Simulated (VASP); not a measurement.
TaTi3, 4 atoms in the cell. It takes space group Pm-3m (No. 221, cubic). The conventional cell has a = 4.133 Å, b = 4.133 Å, c = 4.133 Å, α = 90.00°, β = 90.00°, γ = 90.00°. Ti (site symmetry 4/mmm) has 8 Ti at 2.92 Å and 4 Ta at 2.92 Å within 3.8 Å. Within 3.8 Å of Ta (site symmetry m-3m) lie 12 Ti at 2.92 Å. 

```yaml
Program: VASP 6.6.1
Task: single point
Functional: BLYP
Potentials_or_basis: VASP PAW PBE potentials, release 64 (Ti_sv, Ta_pv)
Cutoff: 520 eV
k_mesh: 6 × 6 × 6
Occupations: gaussian, width 0.2 eV
Spin: no spin polarisation
Dipole_correction: no
Further_INCAR_settings: ALGO = Normal; EDIFF = 1e-06; NBANDS = 32
```

Potentials or basis: VASP PAW PBE potentials, release 64 (Ti_sv, Ta_pv).

The run is started by

```console
$ cat potpaw_PBE.64/Ti_sv/POTCAR potpaw_PBE.64/Ta_pv/POTCAR > POTCAR
$ mpirun -np 1 vasp_std > vasp.out
```

Hardware: 1 thread of AMD EPYC 7R13 Processor (Zen 3), with other jobs on the host.

Task: Estimate the wall time of this run.

Result: Run time: 84 s on 1 thread of AMD EPYC 7R13 Processor (Zen 3), on a shared host, peak memory 0.16 GiB. Counts: scf iterations 14, k points 20.
